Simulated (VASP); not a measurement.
# CdF2 in VASP: a series of runs, part 2 of 2

VASP 6.6.1.

### 4 Single point, PBE (strain -0.015 along x and y, -0.030 along z)

Input file INCAR:

```
ALGO = Normal
EDIFF = 1E-6
ENCUT = 700
GGA = PE
GGA_COMPAT = False
ISIF = 2
ISMEAR = 0
LASPH = True
LCHARG = True
LELF = True
LREAL = False
LVHAR = True
LWAVE = False
NBANDS = 24
NELM = 120
PREC = Accurate
SIGMA = 0.05
```

Input file KPOINTS:

```
k-points
0
Gamma
  8 8 8
```

Input file POSCAR:

```
CdF2
1.0
    0.0000000000      2.6535900000      2.6131800000
    2.6535900000      0.0000000000      2.6131800000
    2.6535900000      2.6535900000      0.0000000000
Cd F
1 2
Direct
    0.0000000000      0.0000000000      0.0000000000
    0.2500000000      0.2500000000      0.2500000000
    0.7500000000      0.7500000000      0.7500000000
```

Potentials or basis: VASP PAW PBE potentials, release 64 (Cd_sv_GW, F).

Launch:

```bash
cat potpaw_PBE.64/Cd_sv_GW/POTCAR potpaw_PBE.64/F/POTCAR > POTCAR
mpirun -np 1 vasp_std > vasp.out
```

OUTCAR:

```text
EDIFF = 1E-6
   ENCUT = 700
   GGA = PE
   ISIF = 2
   ISMEAR = 0
   LASPH = True
   LREAL = False
   NELM = 120
   PREC = Accurate

 ion  position               nearest neighbor table
   1  0.000  0.000  0.000-
   2  0.250  0.250  0.250-
   3  0.750  0.750  0.750-

  LATTYP: Found a body centered tetragonal cell.
 ALAT       =     3.7527429670
 C/A-ratio  =     1.3926773152

  Lattice vectors:

 A1 = (   0.0000000000,  -2.6535900000,  -2.6131800000)
 A2 = (   0.0000000000,   2.6535900000,  -2.6131800000)
 A3 = (   2.6535900000,   0.0000000000,   2.6131800000)

Analysis of symmetry for initial positions (statically):
=====================================================================
 Subroutine PRICEL returns:
 Original cell was already a primitive cell.

 Routine SETGRP: Setting up the symmetry group for a
 body centered tetragonal supercell.

 Subroutine GETGRP returns: Found 16 space group operations
 (whereof 16 operations were pure point group operations)
 out of a pool of 16 trial point group operations.

The static configuration has the point symmetry D_4h.

Analysis of symmetry for dynamics (positions and initial velocities):
=====================================================================
 Subroutine PRICEL returns:
 Original cell was already a primitive cell.

 Routine SETGRP: Setting up the symmetry group for a
 body centered tetragonal supercell.

 Subroutine GETGRP returns: Found 16 space group operations
 (whereof 16 operations were pure point group operations)
 out of a pool of 16 trial point group operations.

The dynamic configuration has the point symmetry D_4h.

 Subroutine INISYM returns: Found 16 space group operations
 (whereof 16 operations are pure point group operations),
 and found     1 'primitive' translations

----------------------------------------------------------------------------------------

                                     Primitive cell

  volume of cell :      36.8016

  direct lattice vectors                    reciprocal lattice vectors
     0.000000000  2.653590000  2.613180000    -0.188423984  0.188423984  0.191337757
     2.653590000  0.000000000  2.613180000     0.188423984 -0.188423984  0.191337757
     2.653590000  2.653590000  0.000000000     0.188423984  0.188423984 -0.191337757

  length of vectors
     3.724278400  3.724278400  3.752742967     0.328050808  0.328050808  0.328050808

  position of ions in fractional coordinates (direct lattice)
     0.000000000  0.000000000  0.000000000
     0.250000000  0.250000000  0.250000000
     0.750000000  0.750000000  0.750000000

  ion indices of the primitive-cell ions
   primitive index   ion index
                 1           1
                 2           2
                 3           3

----------------------------------------------------------------------------------------

 KPOINTS: k-points

Automatic generation of k-mesh.
 Grid dimensions read from file:
 generate k-points for:    8    8    8

 Generating k-lattice:

  Cartesian coordinates                     Fractional coordinates (reciprocal lattice)
    -0.023552998  0.023552998  0.023917220     0.125000000 -0.000000000  0.000000000
     0.023552998 -0.023552998  0.023917220    -0.000000000  0.125000000  0.000000000
     0.023552998  0.023552998 -0.023917220     0.000000000  0.000000000  0.125000000

  Length of vectors
     0.041006351  0.041006351  0.041006351

  Shift w.r.t. Gamma in fractional coordinates (k-lattice)
     0.000000000  0.000000000  0.000000000

 Subroutine IBZKPT returns following result:
 ===========================================

 Found     59 irreducible k-points:

 Following reciprocal coordinates:
            Coordinates               Weight
  0.000000  0.000000  0.000000      1.000000
  0.125000  0.000000  0.000000      8.000000
  0.250000  0.000000  0.000000      8.000000
  0.375000  0.000000  0.000000      8.000000
  0.500000  0.000000  0.000000      4.000000
  0.125000  0.125000  0.000000      2.000000
[... 16 lines left out ...]
  0.250000  0.000000  0.125000     16.000000
  0.375000 -0.000000  0.125000     16.000000
 [... further k-points ...]
   k-points           NKPTS =     59   k-points in BZ     NKDIM =     59   number of bands    NBANDS=     24
   number of dos      NEDOS =    301   number of ions     NIONS =      3
   total plane-waves  NPLWV =  32768
   dimension x,y,z NGX =    32 NGY =   32 NGZ =   32
   dimension x,y,z NGXF=    64 NGYF=   64 NGZF=   64
   ions per type =               1   2
   NGX,Y,Z   is equivalent  to a cutoff of  14.28, 14.28, 14.18 a.u.
   NGXF,Y,Z  is equivalent  to a cutoff of  28.57, 28.57, 28.35 a.u.
 SYSTEM =  unknown system
   PREC   = accura    normal or accurate (medium, high low for compatibility)
   ISTART =      0    job   : 0-new  1-cont  2-samecut
   ICHARG =      2    charge: 1-file 2-atom 10-const
   ISPIN  =      1    spin polarized calculation?
   LNONCOLLINEAR =      F non collinear calculations
   LSORBIT =      F    spin-orbit coupling
   LASPH  =      T    aspherical Exc in radial PAW
   ENCUT  =  700.0 eV  51.45 Ry    7.17 a.u.   8.03  8.03  8.10*2*pi/ulx,y,z
   NELM   =    120;   NELMIN=  2; NELMDL= -5     # of ELM steps
   EDIFF  = 0.1E-05   stopping-criterion for ELM
   LREAL  =      F    real-space projection
[... 7 lines left out ...]
   TEBEG  =    0.0;   TEEND  =   0.0 temperature during run
   PSTRESS=    0.0 pullay stress
   NELECT =      34.0000    total number of electrons
   NUPDOWN=      -1.0000    fix difference up-down
   EMIN   =  10.00;   EMAX   =-10.00  energy-range for DOS
   EFERMI =   0.00;   METHOD = LEGACY
   ISMEAR =     0;   SIGMA  =   0.05  broadening in eV -4-tet -1-fermi 0-gaus
   EFERMI_NEDOS =   21; number of points for ismear=-14 and -15
   IALGO  =     38    algorithm
   IMIX   =      4    mixing-type and parameters
     AMIX     =   0.40;   BMIX     =  1.00
     AMIX_MAG =   1.60;   BMIX_MAG =  1.00
  volume/ion in A,a.u.               =      12.27        82.78
  Fermi-wavevector in a.u.,A,eV,Ry     =   1.594455  3.013082 34.589892  2.542285
  Thomas-Fermi vector in A             =   2.692526
   LORBIT       =      0    0 simple, 1 ext, 2 COOP (PROOUT), +10 PAW based schemes
   GGA     = PE    functional components
   LHFCALC =     F    Hartree Fock is set to
   AEXX    =    0.0000 exact exchange contribution
   IVDW    =     0    specifies the selected vdW correction
   LEPSILON=     F    determine dielectric tensor
   LRPA    =     F    only Hartree local field effects (RPA)
 non-spin polarized calculation
 Gauss-broadening in eV      SIGMA  =   0.05
  energy-cutoff  :      700.00
  volume of cell :       36.80
 maximum number of plane-waves:      1580
   NGX = 17   NGY = 17   NGZ = 17

 number of electron      33.9999996 magnetization

 Free energy of the ion-electron system (eV)
  ---------------------------------------------------
  ext. energy  EPLUGINS =         0.00000000
  ---------------------------------------------------
  free energy    TOTEN  =       -10.84382668 eV

  energy without entropy =      -10.84382668  energy(sigma->0) =      -10.84382668

 E-fermi :   1.6943     XC(G=0): -10.8970

 val. band max:        1.2513970449   @ k =  -0.2500   0.5000   0.2500
 cond. band min:       4.5512390879   @ k =   0.0000   0.0000   0.0000
 fundamental gap:      3.2998420430
 Fermi energy:         1.6942779080

 k-point     1 :       0.0000    0.0000    0.0000
  band No.  band energies     occupation
      1     -97.0756      2.00000
      2     -58.1834      2.00000
      3     -58.1771      2.00000
      4     -58.1771      2.00000
      5     -19.9147      2.00000
      6     -18.6349      2.00000
[... 16 lines left out ...]
     23      21.4088      0.00000
     24      21.7701      0.00000

 k-point     2 :       0.1250    0.0000    0.0000
  band No.  band energies     occupation
      1     -97.0756      2.00000
      2     -58.1837      2.00000
      3     -58.1774      2.00000
      4     -58.1772      2.00000
      5     -19.8568      2.00000
      6     -18.6869      2.00000
[... 16 lines left out ...]
     23      21.0152      0.00000
     24      21.3543      0.00000
[... 565 lines left out ...]
     23      21.4838      0.00000
     24      22.7380      0.00000

 k-point    24 :       0.3750   -0.0000    0.1250
  band No.  band energies     occupation
      1     -97.0756      2.00000
      2     -58.1847      2.00000
      3     -58.1790      2.00000
      4     -58.1777      2.00000
      5     -19.5367      2.00000
      6     -18.9649      2.00000
[... 16 lines left out ...]
     23      20.9579      0.00000
     24      22.6121      0.00000

 [... further k-points ...]
[... 5 lines left out ...]
  --------------------------------------------------------------------------------------
  -------------------------------------------------------------------------------------
  Total        2.9218247      2.9218247      3.3227846      0.0000000     -0.0000000      0.0000000
  in kB      127.2031225    127.2031225    144.6591170      0.0000000     -0.0000000      0.0000000
  external PRESSURE =     133.0217873 kB  Pullay stress =       0.0000000 kB

 VOLUME and BASIS-vectors are now :
 -----------------------------------------------------------------------------
  energy-cutoff  :      700.00
  volume of cell :       36.80
      direct lattice vectors                 reciprocal lattice vectors
     0.000000000  2.653590000  2.613180000    -0.188423984  0.188423984  0.191337757
     2.653590000  0.000000000  2.613180000     0.188423984 -0.188423984  0.191337757
     2.653590000  2.653590000  0.000000000     0.188423984  0.188423984 -0.191337757

 POSITION                                       TOTAL-FORCE (eV/Angst)
 -----------------------------------------------------------------------------------
      0.00000      0.00000      0.00000         0.000000      0.000000     -0.000000
      1.32679      1.32679      1.30659         0.000000      0.000000      0.000000
      3.98039      3.98039      3.91977        -0.000000     -0.000000      0.000000
 -----------------------------------------------------------------------------------
    total drift:                                0.000000     -0.000000      0.000000

  FREE ENERGIE OF THE ION-ELECTRON SYSTEM (eV)
  ---------------------------------------------------
  free  energy   TOTEN  =       -10.8438266817 eV

  energy  without entropy=      -10.8438266817  energy(sigma->0) =      -10.84382668
```

OSZICAR:

```text
N       E                     dE             d eps       ncg     rms          rms(c)
DAV:   1     0.688002675635E+03    0.68800E+03   -0.23189E+04  2848   0.238E+03
DAV:   2     0.517013669406E+02   -0.63630E+03   -0.57789E+03  2832   0.717E+02
DAV:   3    -0.103906409119E+02   -0.62092E+02   -0.61373E+02  4304   0.250E+02
DAV:   4    -0.123729104631E+02   -0.19823E+01   -0.19819E+01  3216   0.467E+01
DAV:   5    -0.124567158343E+02   -0.83805E-01   -0.83803E-01  4240   0.951E+00    0.139E+01
DAV:   6    -0.108399674911E+02    0.16167E+01   -0.37534E+00  4112   0.452E+01    0.114E+01
DAV:   7    -0.108512468422E+02   -0.11279E-01   -0.43742E-01  2944   0.692E+00    0.753E+00
DAV:   8    -0.108514402342E+02   -0.19339E-03   -0.11454E-01  4032   0.632E+00    0.144E+00
DAV:   9    -0.108438572476E+02    0.75830E-02   -0.35163E-02  4512   0.490E+00    0.400E-01
DAV:  10    -0.108437504506E+02    0.10680E-03   -0.26191E-03  4024   0.819E-01    0.172E-01
DAV:  11    -0.108438187579E+02   -0.68307E-04   -0.33893E-04  4160   0.506E-01    0.223E-02
DAV:  12    -0.108438232579E+02   -0.45000E-05   -0.41435E-05  3424   0.637E-02    0.952E-03
DAV:  13    -0.108438269560E+02   -0.36981E-05   -0.40117E-06  3344   0.519E-02    0.287E-03
DAV:  14    -0.108438266817E+02    0.27431E-06   -0.38305E-07  2640   0.302E-02
   1 F= -.10843827E+02 E0= -.10843827E+02  d E =-.186273E-37
```

stdout:

```text
POSCAR found type information on POSCAR CdF
 POSCAR found :  2 types and       3 ions
 scaLAPACK will be used
 LDA part: xc-table for (Slater+PW92), standard interpolation
 POSCAR, INCAR and KPOINTS ok, starting setup
 FFT: planning ... GRIDC
 FFT: planning ... GRID_SOFT
 FFT: planning ... GRID
 WAVECAR not read
 entering main loop
```

Wall time 65 s (1 thread of Intel Xeon 6975P-C (Granite Rapids), shared host); peak memory 0.24 GiB.

What came out:

| Property | Result |
| --- | --- |
| Free energy | -10.8438 eV |
| Pressure | 13.3 GPa |
| Band gap on the k mesh | 3.30 eV (least direct gap 3.71 eV) |

Stress tensor (GPa, compression positive):
```
12.72  0.00  0.00
 0.00 12.72  0.00
 0.00  0.00 14.47
```

Caveat: the cell differs from its parent crystal (strain -0.015 along x and y, -0.030 along z); the cell stands under pressure. A k mesh can miss the band edges.

### 5 Single point, PBE (strain -0.030 along x and y, -0.015 along z)

Input file INCAR:

```
PREC = Accurate
ENCUT = 700
EDIFF = 1E-6
ISMEAR = 0
SIGMA = 0.05
LREAL = F
LASPH = T
NELM = 120
ALGO = Normal
ISIF = 2
LWAVE = F
LCHARG = F
GGA = PE
NBANDS = 24
GGA_COMPAT = F
```

Input file KPOINTS:

```
regular mesh
0
Gamma
  8 8 8
```

Input file POSCAR:

```
CdF2
1.0
    0.0000000000      2.6131800000      2.6535900000
    2.6131800000      0.0000000000      2.6535900000
    2.6131800000      2.6131800000      0.0000000000
Cd F
1 2
Direct
    0.0000000000      0.0000000000      0.0000000000
    0.2500000000      0.2500000000      0.2500000000
    0.7500000000      0.7500000000      0.7500000000
```

Launch:

```bash
cat potpaw_PBE.64/Cd_sv_GW/POTCAR potpaw_PBE.64/F/POTCAR > POTCAR
mpirun -np 1 vasp_std > vasp.out
```

It took 26 s on 1 thread of Intel Xeon 6975P-C (Granite Rapids), shared host; peak memory 0.23 GiB.

It converged, with:

```yaml
Free_energy: -10.7912 eV
Pressure: 15.8 GPa
Band_gap_on_the_k_mesh: 3.35 eV (least direct gap 3.73 eV)
```

Stress tensor (GPa, compression positive):
```
16.35  0.00  0.00
 0.00 16.35  0.00
 0.00  0.00 14.61
```

Levels at points of the mesh, in eV from the valence-band top:
```tsv
k point	band 15	band 16	band 17	band 18	band 19	band 20
(0.00, 0.00, 0.00)	-0.42	-0.42	-0.37	3.35	13.03	13.03
(0.50, 0.00, 0.00)	-2.14	-0.35	-0.35	7.77	9.38	15.12
(0.50, 0.50, 0.00)	-0.75	-0.10	-0.10	8.66	10.13	12.07
(0.50, 0.00, 0.50)	-0.65	-0.14	-0.09	8.63	10.08	12.08
```

Caveat: the cell differs from its parent crystal (strain -0.030 along x and y, -0.015 along z); the cell stands under pressure. A k mesh can miss the band edges.

### 6 Overview

```csv
cell,gap on the mesh (eV),pressure (GPa)
"a = 3.696 Å, angles 60.0°, 3 atoms",3.42,18.4
"a = 3.782, b = 3.782, c = 3.696 Å, angles 60.8, 60.8, 58.5°, 3 atoms",3.19,11.1
"a = 3.724, b = 3.724, c = 3.753 Å, angles 59.7, 59.7, 60.5°, 3 atoms",3.30,13.3
"a = 3.724, b = 3.724, c = 3.696 Å, angles 60.3, 60.3, 59.5°, 3 atoms",3.35,15.8
```

Alike in all rows: task single point; level PBE; potentials or basis VASP PAW PBE potentials, release 64 (Cd_sv_GW, F); no spin polarisation; k mesh 8 × 8 × 8; cutoff (eV) 700; smearing gaussian 0.05 eV.

Caveats: the cell stands under pressure (at least some runs); the stress differs along the axes, from 8 to 13 GPa (at least some runs).

Total energies depend on the potentials used, so only differences within one code and one set of settings carry meaning.
